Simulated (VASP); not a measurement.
# As3S (Pm-3m) in VASP: a series of runs, part 2 of 2

VASP 6.6.1. The steps go on from the part before.

### Step 4. Relaxation of cell and atoms, r2SCAN

This run uses another cell than the first one, of 20.39 Å³/atom.

POSCAR reads:

```
As3S
1.0
    4.3365742199      0.0000000000      0.0000000000
    0.0000000000      4.3365742199      0.0000000000
    0.0000000000      0.0000000000      4.3365742199
As S
3 1
Direct
    0.0000000000      0.5000000000      0.5000000000
    0.5000000000      0.0000000000      0.5000000000
    0.5000000000      0.5000000000      0.0000000000
    0.0000000000      0.0000000000      0.0000000000
```

INCAR.step1 reads:

```
SYSTEM = As3S
PREC = Accurate
ENCUT = 600
ISMEAR = 0
SIGMA = 0.1
LREAL = .FALSE.
LASPH = .TRUE.
NELM = 100
GGA = PE
ALGO = Normal
EDIFF = 1E-4
LWAVE = .TRUE.
LCHARG = .FALSE.
```

INCAR.step2 reads:

```
SYSTEM = As3S
PREC = Accurate
ENCUT = 600
EDIFF = 1E-7
ISMEAR = 0
SIGMA = 0.1
LREAL = .FALSE.
LASPH = .TRUE.
NELM = 100
ALGO = Normal
ISIF = 3
LWAVE = .FALSE.
LCHARG = .FALSE.
METAGGA = R2SCAN
LMIXTAU = .TRUE.
IBRION = 2
NSW = 90
EDIFFG = -0.04
ISTART = 1
```

KPOINTS reads:

```
Automatic mesh
0
G
  4 4 4
  0 0 0
```

Potentials or basis: VASP PAW PBE potentials, release 64 (As, S).

Command:

```console
$ cat potpaw_PBE.64/As/POTCAR potpaw_PBE.64/S/POTCAR > POTCAR
$ cp INCAR.step1 INCAR
$ mpirun -np 1 vasp_std > vasp.out
$ cp INCAR.step2 INCAR
$ mpirun -np 1 vasp_std > vasp.out
```

OUTCAR:

```text
SYSTEM = As3S
   PREC = Accurate
   ENCUT = 600
   EDIFF = 1E-7
   ISMEAR = 0
   LREAL = .FALSE.
   LASPH = .TRUE.
   NELM = 100
   ISIF = 3
   METAGGA = R2SCAN
   IBRION = 2
   NSW = 90
   EDIFFG = -0.04
   ISTART = 1

 ion  position               nearest neighbor table
   1  0.000  0.500  0.500-
   2  0.500  0.000  0.500-
   3  0.500  0.500  0.000-
   4  0.000  0.000  0.000-

  LATTYP: Found a simple cubic cell.
 ALAT       =     4.3365742199

  Lattice vectors:

 A1 = (   4.3365742199,   0.0000000000,   0.0000000000)
 A2 = (   0.0000000000,   4.3365742199,   0.0000000000)
 A3 = (   0.0000000000,   0.0000000000,   4.3365742199)

Analysis of symmetry for initial positions (statically):
=====================================================================
 Subroutine PRICEL returns:
 Original cell was already a primitive cell.

 Routine SETGRP: Setting up the symmetry group for a
 simple cubic supercell.

 Subroutine GETGRP returns: Found 48 space group operations
 (whereof 48 operations were pure point group operations)
 out of a pool of 48 trial point group operations.

The static configuration has the point symmetry O_h .

Analysis of symmetry for dynamics (positions and initial velocities):
=====================================================================
 Subroutine PRICEL returns:
 Original cell was already a primitive cell.

 Routine SETGRP: Setting up the symmetry group for a
 simple cubic supercell.

 Subroutine GETGRP returns: Found 48 space group operations
 (whereof 48 operations were pure point group operations)
 out of a pool of 48 trial point group operations.

The dynamic configuration has the point symmetry O_h .

 Subroutine INISYM returns: Found 48 space group operations
 (whereof 48 operations are pure point group operations),
[... 94 lines left out ...]
   TEBEG  =    0.0;   TEEND  =   0.0 temperature during run
   PSTRESS=    0.0 pullay stress
   NELECT =      21.0000    total number of electrons
   NUPDOWN=      -1.0000    fix difference up-down
   EMIN   =  10.00;   EMAX   =-10.00  energy-range for DOS
   EFERMI =   0.00;   METHOD = LEGACY
   ISMEAR =     0;   SIGMA  =   0.10  broadening in eV -4-tet -1-fermi 0-gaus
   EFERMI_NEDOS =   21; number of points for ismear=-14 and -15
   IALGO  =     38    algorithm
   IMIX   =      4    mixing-type and parameters
     AMIX     =   0.40;   BMIX     =  1.00
     AMIX_MAG =   1.60;   BMIX_MAG =  1.00
  volume/ion in A,a.u.               =      20.39       137.59
  Fermi-wavevector in a.u.,A,eV,Ry     =   1.041520  1.968188 14.759122  1.084765
  Thomas-Fermi vector in A             =   2.176145
   LORBIT       =      0    0 simple, 1 ext, 2 COOP (PROOUT), +10 PAW based schemes
   METAGGA = R2SCAN    functional components
   LHFCALC =     F    Hartree Fock is set to
   AEXX    =    0.0000 exact exchange contribution
   IVDW    =     0    specifies the selected vdW correction
   LEPSILON=     F    determine dielectric tensor
   LRPA    =     F    only Hartree local field effects (RPA)
 conjugate gradient relaxation of ions
 non-spin polarized calculation
 Gauss-broadening in eV      SIGMA  =   0.10
  energy-cutoff  :      600.00
  volume of cell :       81.55
 maximum number of plane-waves:      2800
 NGX is ok and might be reduce to    36
   NGX = 17   NGY = 17   NGZ = 17

--------------------------------------- Ionic step        1  -------------------------------------------

 number of electron      21.0000002 magnetization

 Free energy of the ion-electron system (eV)
  ---------------------------------------------------
  ext. energy  EPLUGINS =         0.00000000
  ---------------------------------------------------
  free energy    TOTEN  =       -48.51304093 eV

  energy without entropy =      -48.49926454  energy(sigma->0) =      -48.50615274

------------------------ aborting loop because EDIFF is reached ----------------------------------------

  FORCE on cell =-STRESS in cart. coord.  units (eV):
  Direction    XX          YY          ZZ          XY          YZ          ZX
  --------------------------------------------------------------------------------------
  -------------------------------------------------------------------------------------
  Total       -3.4497834     -3.4497834     -3.4497834      0.0000000      0.0000000     -0.0000000
  in kB      -67.7738351    -67.7738351    -67.7738351      0.0000000      0.0000000     -0.0000000
  external PRESSURE =     -67.7738351 kB  Pullay stress =       0.0000000 kB
[... 63 lines left out ...]
--------------------------------------- Ionic step        3  -------------------------------------------

 number of electron      21.0000000 magnetization

 Free energy of the ion-electron system (eV)
  ---------------------------------------------------
  ext. energy  EPLUGINS =         0.00000000
  ---------------------------------------------------
  free energy    TOTEN  =       -48.70463590 eV

  energy without entropy =      -48.69270258  energy(sigma->0) =      -48.69866924

 E-fermi :   6.5580     XC(G=0): -11.3956

 val. band max:        6.5147153093   @ k =   0.5000   0.2500   0.0000
 cond. band min:       6.7538626204   @ k =   0.2500   0.2500   0.0000
 fundamental gap:      0.2391473111
 Fermi energy:         6.5579946895

 k-point     1 :       0.0000    0.0000    0.0000
  band No.  band energies     occupation
      1      -9.7895      2.00000
      2      -4.7578      2.00000
      3      -2.4342      2.00000
      4      -2.4342      2.00000
      5       0.3630      2.00000
      6       0.3630      2.00000
      7       0.3630      2.00000
      8       5.8249      2.00000
      9       5.8249      2.00000
     10       5.8249      2.00000
     11       7.4299      0.00000
     12       7.4299      0.00000
     13       7.4299      0.00000
     14      12.0575      0.00000
[... 182 lines left out ...]
  FREE ENERGIE OF THE ION-ELECTRON SYSTEM (eV)
  ---------------------------------------------------
  free  energy   TOTEN  =       -48.7046359007 eV

  energy  without entropy=      -48.6927025778  energy(sigma->0) =      -48.69866924

 reached required accuracy - stopping structural energy minimisation
```

OUTCAR.step1:

```text
SYSTEM = As3S
   PREC = Accurate
   ENCUT = 600
   ISMEAR = 0
   LREAL = .FALSE.
   LASPH = .TRUE.
   NELM = 100
[... 381 lines left out ...]
      2.16829      0.00000      2.16829         0.000000      0.000000      0.000000
      2.16829      2.16829      0.00000         0.000000      0.000000      0.000000
      0.00000      0.00000      0.00000         0.000000      0.000000      0.000000
 -----------------------------------------------------------------------------------
    total drift:                                0.000000      0.000000      0.000000

  FREE ENERGIE OF THE ION-ELECTRON SYSTEM (eV)
  ---------------------------------------------------
  free  energy   TOTEN  =       -15.3223633820 eV

  energy  without entropy=      -15.3100298240  energy(sigma->0) =      -15.31619660
```

Wall time 2.4 min (1 thread of Intel Xeon Platinum 8488C (Sapphire Rapids), shared host); peak memory 0.23 GiB.

What came out:

```yaml
Free_energy: -48.7046 eV
Relaxed_volume: 18.36 Å³/atom
Relaxed_cell: a = 4.188 Å, b = 4.188 Å, c = 4.188 Å, α = 90.00°, β = 90.00°, γ = 90.00°
Space_group_after_relaxing_to_0.1_Å: Pm-3m (No. 221)
Energy_gained_by_relaxing: 47.9 meV/atom
Ionic_steps: 3
Pressure_after_relaxing: 0.1 GPa
Band_gap_on_the_k_mesh: zero (an odd number of electrons rules out a gap without spin polarisation)
```

Step by step:
```csv
step,energy change (eV),largest force (eV/Å),pressure (GPa),volume (Å³)
1,0.0000,0.0000,-6.78,81.55
2,-0.1807,0.0000,2.09,71.79
3,-0.1916,0.0000,0.06,73.45
```

Final structure:
```
As S
1.0
     4.18786    0.00000    0.00000
     0.00000    4.18786    0.00000
     0.00000    0.00000    4.18786
As S
3 1
Cartesian
  0.0000 2.0939 2.0939
  2.0939 0.0000 2.0939
  2.0939 2.0939 0.0000
  0.0000 0.0000 0.0000
```

Caveat: the k points lie up to 0.38 Å⁻¹ apart in the final cell, too coarse for converged energies and pressures of a metal; the PAW data sets were made with another functional, which shifts forces and pressure a little; an odd number of electrons without spin polarisation forces a metal; a magnetic or distorted state may lie lower.

### Step 5. Single point, r2SCAN

POSCAR reads:

```
As3S
1.0
    4.1898150409      0.0000000000      0.0000000000
    0.0000000000      4.1898150409      0.0000000000
    0.0000000000      0.0000000000      4.1898150409
As S
3 1
Direct
    0.0000000000      0.5000000000      0.5000000000
    0.5000000000      0.0000000000      0.5000000000
    0.5000000000      0.5000000000      0.0000000000
    0.0000000000      0.0000000000      0.0000000000
```

INCAR.step1 reads:

```
SYSTEM = As3S
PREC = Accurate ; ENCUT = 520
ISMEAR = 0 ; SIGMA = 0.1
LREAL = .False. ; LASPH = .True.
NELM = 80 ; NBANDS = 18
GGA = PE ; ALGO = Normal
EDIFF = 1E-4 ; LWAVE = .True.
LCHARG = .False.
```

INCAR.step2 reads:

```
SYSTEM = As3S
PREC = Accurate ; ENCUT = 520
EDIFF = 1E-7 ; ISMEAR = 0
SIGMA = 0.1 ; LREAL = .False.
LASPH = .True. ; NELM = 80
ALGO = Normal ; ISIF = 2
LWAVE = .False. ; LCHARG = .False.
METAGGA = R2SCAN ; LMIXTAU = .True.
NBANDS = 18 ; ISTART = 1
```

KPOINTS reads:

```
regular mesh
0
Gamma
  12 12 12
  0 0 0
```

Command:

```console
$ cat potpaw_PBE.64/As/POTCAR potpaw_PBE.64/S/POTCAR > POTCAR
$ cp INCAR.step1 INCAR
$ mpirun -np 1 vasp_std > vasp.out
$ cp INCAR.step2 INCAR
$ mpirun -np 1 vasp_std > vasp.out
```

Wall time 3.1 min (1 thread of Intel Xeon Platinum 8488C (Sapphire Rapids), shared host); peak memory 0.25 GiB.

It converged, with:

```yaml
Free_energy: -48.6927 eV
Pressure: -0.2 GPa
Band_gap_on_the_k_mesh: zero (an odd number of electrons rules out a gap without spin polarisation)
```

Levels at points of the mesh, in eV from the Fermi level:
```tsv
k point	band 9	band 10	band 11	band 12	band 13	band 14
(0.00, 0.00, 0.00)	-0.76	-0.76	0.82	0.82	0.82	5.26
(0.50, 0.00, 0.00)	-2.66	-1.56	0.26	0.64	1.35	1.35
(0.50, 0.50, 0.00)	-2.96	-1.74	-1.60	-1.60	2.45	2.45
(0.50, 0.50, 0.50)	1.87	1.87	1.87	4.47	4.47	4.65
```

Caveat: the PAW data sets were made with another functional, which shifts forces and pressure a little; an odd number of electrons without spin polarisation forces a metal; a magnetic or distorted state may lie lower.

### Step 6. The runs side by side

```tsv
task	cell	k mesh	cutoff (eV)	gap on the mesh (eV)	pressure (GPa)
single point	a = 4.192 Å, 4 atoms	4 × 4 × 4	520	none	-0.2
single point	a = 4.337 Å, 4 atoms	4 × 4 × 4	520	none	-6.8
relaxation of cell and atoms	relaxed from a = 4.337 Å, 4 atoms	4 × 4 × 4	600	none	0.1
single point	a = 4.190 Å, 4 atoms	12 × 12 × 12	520	none	-0.2
```

Alike in all rows: level r2SCAN; potentials or basis VASP PAW PBE potentials, release 64 (As, S); no spin polarisation; smearing gaussian 0.1 eV.

Caveats: some runs use coarse meshes; the PAW data sets were made with another functional, which shifts forces and pressure a little; an odd number of electrons without spin polarisation forces a metal; a magnetic or distorted state may lie lower.

Total energies depend on the potentials used, so only differences within one code and one set of settings carry meaning.

The gap in the log of VASP goes by the Fermi energy; the results here count the filled bands.